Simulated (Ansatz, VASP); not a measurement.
## Two plane-wave programs on In

INCAR

```
ALGO = Normal ; EDIFF = 1E-7
ENCUT = 520 ; ISIF = 2
ISMEAR = -1 ; LASPH = T
LCHARG = F ; LREAL = F
LWAVE = F ; NBANDS = 34
NELM = 100 ; PREC = Accurate
SIGMA = 0.1
```

Contents of KPOINTS:

```
k-points
0
Gamma
  12 12 4
```

Contents of POSCAR:

```
In
1.0
    3.3157544481      0.0000000000      0.0000000000
   -1.6578772240      2.8715275848      0.0000000000
    0.0000000000      0.0000000000     10.7586685906
In
4
Direct
    0.0000000000      0.0000000000      1.0000000000
    0.0000000000      0.0000000000      0.5000000000
    0.3333333333      0.6666666667      0.2500000000
    0.6666666667      0.3333333333      0.7500000000
```

Input for Ansatz:

```yaml
crystal:
  lattice:
    - [3.3157544481, 0.0, 0.0]
    - [-1.657877224, 2.8715275848, 0.0]
    - [0.0, 0.0, 10.7586685906]
  atoms:
    - { symbol: In, position: [0.0, 0.0, 1.0] }
    - { symbol: In, position: [0.0, 0.0, 0.5] }
    - { symbol: In, position: [0.3333333333, 0.6666666667, 0.25] }
    - { symbol: In, position: [0.6666666667, 0.3333333333, 0.75] }
hamiltonian:
  xc: lda
  pseudopotentials:
    kind: paw
    azcp:
      In: "pseudopotentials/In.paw.azcp"
basis:
  ecutwfc: 420
  fft_grid_basis: typed
kpoints:
  mp_grid: { grid: [12, 12, 4], shift: [0, 0, 0] }
magnetization:
  spin_polarized: false
scf:
  occupations: { method: fermi_dirac, width: 0.1 }
  lower_state_search: "off"
output:
  stress: true
```

Alike in both runs: task single point; functional LDA; k mesh 12 × 12 × 4; occupations fermi-dirac, width 0.1 eV; no spin polarisation.

|  | VASP | Ansatz |
| --- | --- | --- |
| version | VASP 6.6.1 | Ansatz 0.2.0 |
| potentials or method | VASP PAW LDA potentials, release 64 (In_d), cutoff 520 eV | plane waves (420 eV) with PAW, scalar-relativistic |
| valence electrons in the cell | 52 | 52 |

```csv
,VASP,Ansatz,Ansatz less VASP
pressure (GPa),-1.7,-1.7,0.00
```

Ansatz warns that its potentials were made for another functional, while VASP's fit it. LDA's correlation is that of Perdew and Zunger in VASP and of Perdew and Wang (1992) in Ansatz.
